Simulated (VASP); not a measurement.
A run of VASP 6.6.1 is set up as follows.

File INCAR:

```
SYSTEM = Al
ALGO = Fast
EDIFF = 1E-6
ENCUT = 520
GGA = PE
ISIF = 2
ISMEAR = 0
LASPH = .True.
LCHARG = .False.
LREAL = Auto
LWAVE = .False.
NBANDS = 134
NELM = 80
PREC = Accurate
SIGMA = 0.05
```

KPOINTS

```
k-points
0
Gamma
  2 2 2
  0 0 0
```

The input POSCAR:

```
Al
1.0
   -2.8124550000     -4.8713160000      9.7337000000
   -2.8124550000     -4.8713160000     -9.7337000000
   11.2498210000      0.0000000000      0.0000000000
Al
64
Direct
    0.1041670000      0.2291670000      0.3333340000
    0.1041670000      0.7291670000      0.8333340000
    0.3541670000      0.4791670000      0.8333340000
    0.6041670000      0.2291670000      0.8333340000
    0.8541670000      0.4791670000      0.5833340000
    0.1041670000      0.2291670000      0.5833340000
    0.6041670000      0.2291670000      0.3333340000
    0.3541670000      0.9791670000      0.3333340000
    0.6041670000      0.7291670000      0.3333340000
    0.8541670000      0.4791670000      0.3333340000
    0.8541670000      0.9791670000      0.0833340000
    0.1041670000      0.7291670000      0.0833340000
    0.3541670000      0.4791670000      0.0833340000
    0.6041670000      0.2291670000      0.0833340000
    0.6041670000      0.7291670000      0.8333340000
    0.8541670000      0.4791670000      0.8333340000
    0.1041670000      0.2291670000      0.8333340000
    0.3541670000      0.4791670000      0.5833340000
    0.6041670000      0.2291670000      0.5833340000
    0.8541670000      0.9791670000      0.8333340000
    0.3541670000      0.9791670000      0.5833340000
    0.6041670000      0.7291670000      0.5833340000
    0.8541670000      0.9791670000      0.3333340000
    0.1041670000      0.7291670000      0.3333340000
    0.3541670000      0.4791670000      0.3333340000
    0.3541670000      0.9791670000      0.0833340000
    0.6041670000      0.7291670000      0.0833340000
    0.8541670000      0.4791670000      0.0833340000
    0.1041670000      0.2291670000      0.0833340000
    0.3541670000      0.9791670000      0.8333340000
    0.8541670000      0.9791670000      0.5833340000
    0.1041670000      0.7291670000      0.5833340000
    0.1458330000      0.0208330000      0.1666660000
    0.1458330000      0.5208330000      0.6666660000
    0.3958330000      0.2708330000      0.6666660000
    0.6458330000      0.0208330000      0.6666660000
    0.8958330000      0.2708330000      0.4166660000
    0.1458330000      0.0208330000      0.4166660000
    0.6458330000      0.0208330000      0.1666660000
    0.3958330000      0.7708330000      0.1666660000
    0.6458330000      0.5208330000      0.1666660000
    0.8958330000      0.2708330000      0.1666660000
    0.8958330000      0.7708330000      0.9166660000
    0.1458330000      0.5208330000      0.9166660000
    0.3958330000      0.2708330000      0.9166660000
    0.6458330000      0.0208330000      0.9166660000
    0.6458330000      0.5208330000      0.6666660000
    0.8958330000      0.2708330000      0.6666660000
    0.1458330000      0.0208330000      0.6666660000
    0.3958330000      0.2708330000      0.4166660000
    0.6458330000      0.0208330000      0.4166660000
    0.8958330000      0.7708330000      0.6666660000
    0.3958330000      0.7708330000      0.4166660000
    0.6458330000      0.5208330000      0.4166660000
    0.8958330000      0.7708330000      0.1666660000
    0.1458330000      0.5208330000      0.1666660000
    0.3958330000      0.2708330000      0.1666660000
    0.3958330000      0.7708330000      0.9166660000
    0.6458330000      0.5208330000      0.9166660000
    0.8958330000      0.2708330000      0.9166660000
    0.1458330000      0.0208330000      0.9166660000
    0.3958330000      0.7708330000      0.6666660000
    0.8958330000      0.7708330000      0.4166660000
    0.1458330000      0.5208330000      0.4166660000
```

Potentials or basis: VASP PAW PBE potentials, release 64 (Al).

Launch:

```console
$ cat potpaw_PBE.64/Al/POTCAR > POTCAR
$ mpirun -np 1 vasp_std > vasp.out
```

Problem. Predict the largest force.

Solution. 0.008 eV/Å.

Problem. Estimate the pressure.

Solution. -0.8 GPa.

Stress tensor (GPa, compression positive):
```
 0.09 -0.78  0.00
-0.78 -0.81  0.00
 0.00  0.00 -1.66
```

Caveat: the k points lie up to 0.36 Å⁻¹ apart.
